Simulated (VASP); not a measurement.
# Bi (Im-3m) in VASP: further runs, part 2 of 3

VASP 6.6.1. Earlier steps stand in the parts before.

**3. Single point, r2SCAN**

This run uses another cell than the first one, of 30.49 Å³/atom, 1.021 times its volume.

POSCAR reads:

```
Bi
1.0
   -1.9681319396      1.9681319396      1.9681319396
    1.9681319396     -1.9681319396      1.9681319396
    1.9681319396      1.9681319396     -1.9681319396
Bi
1
Direct
    0.0000000000      0.0000000000      0.0000000000
```

INCAR.step1 reads:

```
SYSTEM = Bi
ALGO = Normal
EDIFF = 1E-4
ENCUT = 520
GGA = PE
ISMEAR = -1
LASPH = .True.
LCHARG = .False.
LREAL = .False.
LWAVE = .True.
NBANDS = 14
NELM = 60
PREC = Accurate
SIGMA = 0.05
```

INCAR.step2 reads:

```
SYSTEM = Bi
ALGO = Normal
EDIFF = 1E-6
ENCUT = 520
ISIF = 2
ISMEAR = -1
ISTART = 1
LASPH = .True.
LCHARG = .False.
LMIXTAU = .True.
LREAL = .False.
LWAVE = .False.
METAGGA = R2SCAN
NBANDS = 14
NELM = 60
PREC = Accurate
SIGMA = 0.05
```

KPOINTS reads:

```
k-points
0
Gamma
  9 9 9
  0 0 0
```

Potentials or basis: VASP PAW PBE potentials, release 64 (Bi_d).

Command:

```console
cat potpaw_PBE.64/Bi_d/POTCAR > POTCAR
cp INCAR.step1 INCAR
mpirun -np 1 vasp_std > vasp.out
cp INCAR.step2 INCAR
mpirun -np 1 vasp_std > vasp.out
```

OUTCAR:

```text
SYSTEM = Bi
   EDIFF = 1E-6
   ENCUT = 520
   ISIF = 2
   ISMEAR = -1
   ISTART = 1
   LASPH = .True.
   LREAL = .False.
   METAGGA = R2SCAN
   NELM = 60
   PREC = Accurate

 ion  position               nearest neighbor table
   1  0.000  0.000  0.000-

  LATTYP: Found a body centered cubic cell.
 ALAT       =     3.9362638792

  Lattice vectors:

 A1 = (  -1.9681319396,   1.9681319396,   1.9681319396)
 A2 = (   1.9681319396,  -1.9681319396,   1.9681319396)
 A3 = (   1.9681319396,   1.9681319396,  -1.9681319396)

Analysis of symmetry for initial positions (statically):
=====================================================================
 Subroutine PRICEL returns:
 Original cell was already a primitive cell.

 Routine SETGRP: Setting up the symmetry group for a
 body centered cubic supercell.

 Subroutine GETGRP returns: Found 48 space group operations
[... 9 lines left out ...]

 Routine SETGRP: Setting up the symmetry group for a
 body centered cubic supercell.

 Subroutine GETGRP returns: Found 48 space group operations
[... 11 lines left out ...]
                                     Primitive cell

  volume of cell :      30.4946

  direct lattice vectors                    reciprocal lattice vectors
    -1.968131940  1.968131940  1.968131940     0.000000000  0.254048009  0.254048009
     1.968131940 -1.968131940  1.968131940     0.254048009  0.000000000  0.254048009
     1.968131940  1.968131940 -1.968131940     0.254048009  0.254048009  0.000000000

  length of vectors
     3.408904515  3.408904515  3.408904515     0.359278139  0.359278139  0.359278139

  position of ions in fractional coordinates (direct lattice)
     0.000000000  0.000000000  0.000000000

  ion indices of the primitive-cell ions
   primitive index   ion index
                 1           1

----------------------------------------------------------------------------------------

 KPOINTS: k-points

Automatic generation of k-mesh.
 Grid dimensions read from file:
 generate k-points for:    9    9    9

 Generating k-lattice:

  Cartesian coordinates                     Fractional coordinates (reciprocal lattice)
     0.000000000  0.028227557  0.028227557     0.111111111  0.000000000  0.000000000
     0.028227557  0.000000000  0.028227557     0.000000000  0.111111111  0.000000000
     0.028227557  0.028227557  0.000000000     0.000000000  0.000000000  0.111111111

  Length of vectors
     0.039919793  0.039919793  0.039919793

  Shift w.r.t. Gamma in fractional coordinates (k-lattice)
     0.000000000  0.000000000  0.000000000

 Subroutine IBZKPT returns following result:
 ===========================================

 Found     35 irreducible k-points:

 Following reciprocal coordinates:
            Coordinates               Weight
  0.000000  0.000000  0.000000      1.000000
  0.111111  0.000000  0.000000     12.000000
  0.222222  0.000000  0.000000     12.000000
  0.333333  0.000000  0.000000     12.000000
  0.444444  0.000000  0.000000     12.000000
  0.111111  0.111111  0.000000     24.000000
[... 16 lines left out ...]
 -0.333333  0.444444  0.111111     48.000000
 -0.444444 -0.444444  0.111111     24.000000
 [... further k-points ...]
   k-points           NKPTS =     35   k-points in BZ     NKDIM =     35   number of bands    NBANDS=     14
   number of dos      NEDOS =    301   number of ions     NIONS =      1
   total plane-waves  NPLWV =  21952
   dimension x,y,z NGX =    28 NGY =   28 NGZ =   28
   dimension x,y,z NGXF=    56 NGYF=   56 NGZF=   56
   ions per type =               1
   NGX,Y,Z   is equivalent  to a cutoff of  13.66, 13.66, 13.66 a.u.
   NGXF,Y,Z  is equivalent  to a cutoff of  27.31, 27.31, 27.31 a.u.
 SYSTEM =  Bi
   PREC   = accura    normal or accurate (medium, high low for compatibility)
   ISTART =      1    job   : 0-new  1-cont  2-samecut
   ICHARG =      0    charge: 1-file 2-atom 10-const
   ISPIN  =      1    spin polarized calculation?
   LNONCOLLINEAR =      F non collinear calculations
   LSORBIT =      F    spin-orbit coupling
   LASPH  =      T    aspherical Exc in radial PAW
   ENCUT  =  520.0 eV  38.22 Ry    6.18 a.u.   6.34  6.34  6.34*2*pi/ulx,y,z
   NELM   =     60;   NELMIN=  2; NELMDL=  0     # of ELM steps
   EDIFF  = 0.1E-05   stopping-criterion for ELM
   LREAL  =      F    real-space projection
   EDIFFG = 0.1E-04   stopping-criterion for IOM
   NSW    =      0    number of steps for IOM
   IBRION =     -1    ionic relax: 0-MD 1-quasi-New 2-CG
[... 8 lines left out ...]
   EMIN   =  10.00;   EMAX   =-10.00  energy-range for DOS
   EFERMI =   0.00;   METHOD = LEGACY
   ISMEAR =    -1;   SIGMA  =   0.05  broadening in eV -4-tet -1-fermi 0-gaus
   EFERMI_NEDOS =   21; number of points for ismear=-14 and -15
   IALGO  =     38    algorithm
   IMIX   =      4    mixing-type and parameters
     AMIX     =   0.40;   BMIX     =  1.00
     AMIX_MAG =   1.60;   BMIX_MAG =  1.00
  volume/ion in A,a.u.               =      30.49       205.79
  Fermi-wavevector in a.u.,A,eV,Ry     =   1.292303  2.442099 22.722372  1.670047
  Thomas-Fermi vector in A             =   2.424019
   LORBIT       =      0    0 simple, 1 ext, 2 COOP (PROOUT), +10 PAW based schemes
   METAGGA = R2SCAN    functional components
   LHFCALC =     F    Hartree Fock is set to
   AEXX    =    0.0000 exact exchange contribution
   IVDW    =     0    specifies the selected vdW correction
   LEPSILON=     F    determine dielectric tensor
   LRPA    =     F    only Hartree local field effects (RPA)
 non-spin polarized calculation
  energy-cutoff  :      520.00
  volume of cell :       30.49
 maximum number of plane-waves:       836
 NGX is ok and might be reduce to    28
   NGX = 13   NGY = 13   NGZ = 13

 number of electron      14.9999994 magnetization

 Free energy of the ion-electron system (eV)
  ---------------------------------------------------
  ext. energy  EPLUGINS =         0.00000000
  ---------------------------------------------------
  free energy    TOTEN  =       -58.28545483 eV

  energy without entropy =      -58.28137814  energy(sigma->0) =      -58.28341648

 E-fermi :   8.2173     XC(G=0): -11.1708

 val. band max:        8.1780724103   @ k =   0.2222   0.0000   0.0000
 cond. band min:       8.2338460016   @ k =  -0.2222   0.2222   0.1111
 fundamental gap:      0.0557735914
 Fermi energy:         8.2173459054

 k-point     1 :       0.0000    0.0000    0.0000
  band No.  band energies     occupation
      1     -15.6689      2.00000
      2     -15.6689      2.00000
      3     -15.6689      2.00000
      4     -15.5163      2.00000
      5     -15.5163      2.00000
      6      -6.1794      2.00000
      7      13.5911      0.00000
      8      13.5911      0.00000
      9      13.5911      0.00000
     10      18.4923      0.00000
     11      19.3747      0.00000
     12      19.3747      0.00000
     13      19.3747      0.00000
     14      20.3918      0.00000

 k-point     2 :       0.1111    0.0000    0.0000
  band No.  band energies     occupation
      1     -15.6744      2.00000
      2     -15.6597      2.00000
      3     -15.6403      2.00000
      4     -15.5227      2.00000
      5     -15.5176      2.00000
      6      -5.9357      2.00000
      7      11.5146      0.00000
      8      12.8774      0.00000
      9      13.3851      0.00000
     10      17.6560      0.00000
     11      18.3027      0.00000
     12      19.1169      0.00000
     13      19.9190      0.00000
     14      21.4121      0.00000

 k-point     3 :       0.2222    0.0000    0.0000
  band No.  band energies     occupation
      1     -15.6884      2.00000
      2     -15.6413      2.00000
      3     -15.5670      2.00000
      4     -15.5347      2.00000
      5     -15.5208      2.00000
      6      -5.2201      2.00000
      7       8.1781      1.37372
      8      11.5419      0.00000
      9      12.8516      0.00000
     10      16.1615      0.00000
     11      17.2366      0.00000
     12      19.2955      0.00000
     13      20.9548      0.00000
     14      23.6426      0.00000
[... 324 lines left out ...]
 k-point    23 :      -0.3333    0.4444    0.1111
  band No.  band energies     occupation
      1     -15.6539      2.00000
      2     -15.6117      2.00000
      3     -15.5580      2.00000
      4     -15.5360      2.00000
      5     -15.4567      2.00000
      6      -2.9750      2.00000
      7       4.4229      2.00000
      8       7.5631      2.00000
      9      11.0182      0.00000
     10      15.9921      0.00000
     11      16.9750      0.00000
     12      20.2962      0.00000
     13      20.6058      0.00000
     14      24.4487      0.00000

 k-point    24 :      -0.4444   -0.4444    0.1111
  band No.  band energies     occupation
      1     -15.6568      2.00000
      2     -15.6162      2.00000
      3     -15.5656      2.00000
      4     -15.5225      2.00000
      5     -15.4338      2.00000
      6      -2.3408      2.00000
      7       3.4085      2.00000
      8       7.1717      2.00000
      9      10.9478      0.00000
     10      16.1141      0.00000
     11      17.6459      0.00000
     12      18.7836      0.00000
     13      20.3130      0.00000
     14      27.0029      0.00000

 [... further k-points ...]
[... 5 lines left out ...]
  --------------------------------------------------------------------------------------
  -------------------------------------------------------------------------------------
  Total        0.2374216      0.2374216      0.2374216      0.0000000      0.0000000     -0.0000000
  in kB       12.4740708     12.4740708     12.4740708      0.0000000      0.0000000     -0.0000000
  external PRESSURE =      12.4740708 kB  Pullay stress =       0.0000000 kB

 VOLUME and BASIS-vectors are now :
 -----------------------------------------------------------------------------
  energy-cutoff  :      520.00
  volume of cell :       30.49
      direct lattice vectors                 reciprocal lattice vectors
    -1.968131940  1.968131940  1.968131940     0.000000000  0.254048009  0.254048009
     1.968131940 -1.968131940  1.968131940     0.254048009  0.000000000  0.254048009
     1.968131940  1.968131940 -1.968131940     0.254048009  0.254048009  0.000000000

 POSITION                                       TOTAL-FORCE (eV/Angst)
 -----------------------------------------------------------------------------------
      0.00000      0.00000      0.00000         0.000000      0.000000      0.000000
 -----------------------------------------------------------------------------------
    total drift:                               -0.000000     -0.000000     -0.000000

  FREE ENERGIE OF THE ION-ELECTRON SYSTEM (eV)
  ---------------------------------------------------
  free  energy   TOTEN  =       -58.2854548312 eV

  energy  without entropy=      -58.2813781351  energy(sigma->0) =      -58.28341648
```

OUTCAR.step1:

```text
SYSTEM = Bi
   EDIFF = 1E-4
   ENCUT = 520
   GGA = PE
   ISMEAR = -1
   LASPH = .True.
   LREAL = .False.
[... 624 lines left out ...]
 -----------------------------------------------------------------------------------
      0.00000      0.00000      0.00000         0.000000      0.000000      0.000000
 -----------------------------------------------------------------------------------
    total drift:                               -0.000000     -0.000000     -0.000000

  FREE ENERGIE OF THE ION-ELECTRON SYSTEM (eV)
  ---------------------------------------------------
  free  energy   TOTEN  =        -3.7641687289 eV

  energy  without entropy=       -3.7600303092  energy(sigma->0) =       -3.76209952
```

OSZICAR.step1:

```text
N       E                     dE             d eps       ncg     rms          rms(c)
DAV:   1     0.113421004933E+03    0.11342E+03   -0.78387E+03  1004   0.124E+03
DAV:   2     0.259249757837E+01   -0.11083E+03   -0.10748E+03  1064   0.336E+02
DAV:   3    -0.362074493948E+01   -0.62132E+01   -0.61938E+01  1238   0.787E+01
DAV:   4    -0.376193365336E+01   -0.14119E+00   -0.14116E+00  1268   0.125E+01
DAV:   5    -0.376733937045E+01   -0.54057E-02   -0.54056E-02  1380   0.218E+00    0.458E-01
DAV:   6    -0.376431757571E+01    0.30218E-02   -0.71067E-03  1306   0.116E+00    0.273E-01
DAV:   7    -0.376408987741E+01    0.22770E-03   -0.45007E-03  1322   0.927E-01    0.808E-02
DAV:   8    -0.376416872892E+01   -0.78852E-04   -0.46942E-04  1262   0.307E-01
   1 F= -.37641687E+01 E0= -.37620995E+01  d E =-.413842E-02
```

It took 31 s on 1 thread of Intel Xeon Platinum 8481C at 2.70GHz (Sapphire Rapids), shared host; peak memory 0.16 GiB.

Results:

```
Free energy : -58.2855 eV
Pressure    : 1.2 GPa
```

Caveat: the PAW data sets were made with another functional, which shifts forces and pressure a little; spin-orbit coupling is left out, which moves the levels of the heavy elements.

**4. Single point, r2SCAN**

This run uses another cell than the first one, of 31.12 Å³/atom, 1.042 times its volume.

POSCAR reads:

```
Bi
1.0
   -1.9814305318      1.9814305318      1.9814305318
    1.9814305318     -1.9814305318      1.9814305318
    1.9814305318      1.9814305318     -1.9814305318
Bi
1
Direct
    0.0000000000      0.0000000000      0.0000000000
```

INCAR.step1 reads:

```
  ALGO = Normal
  EDIFF = 1E-4
  ENCUT = 520
  GGA = PE
  ISMEAR = -1
  LASPH = True
  LCHARG = False
  LREAL = False
  LWAVE = True
  NBANDS = 14
  NELM = 100
  PREC = Accurate
  SIGMA = 0.05
```

INCAR.step2 reads:

```
  ALGO = Normal
  EDIFF = 1E-6
  ENCUT = 520
  ISIF = 2
  ISMEAR = -1
  ISTART = 1
  LASPH = True
  LCHARG = False
  LMIXTAU = True
  LREAL = False
  LWAVE = False
  METAGGA = R2SCAN
  NBANDS = 14
  NELM = 100
  PREC = Accurate
  SIGMA = 0.05
```

KPOINTS reads:

```
k-points
0
Gamma
  9 9 9
```

Command:

```console
cat potpaw_PBE.64/Bi_d/POTCAR > POTCAR
cp INCAR.step1 INCAR
mpirun -np 1 vasp_std > vasp.out
cp INCAR.step2 INCAR
mpirun -np 1 vasp_std > vasp.out
```

Run time: 32 s. Hardware: 1 thread of Intel Xeon Platinum 8481C at 2.70GHz (Sapphire Rapids), shared host; peak memory 0.16 GiB.

Results (log left out):

- Free energy: -58.2883 eV
- Pressure: 0.0 GPa

Levels at points of the mesh, in eV from the Fermi level:
| k point | band 3 | band 4 | band 5 | band 6 | band 7 | band 8 | band 9 | band 10 | band 11 | band 12 |
| --- | --- | --- | --- | --- | --- | --- | --- | --- | --- | --- |
| (0.00, 0.00, 0.00) | -23.83 | -23.69 | -23.69 | -14.21 | 5.25 | 5.25 | 5.25 | 10.03 | 11.19 | 11.19 |

Caveat: the PAW data sets were made with another functional, which shifts forces and pressure a little; spin-orbit coupling is left out, which moves the levels of the heavy elements.

(Continued in part 3 of 3.)
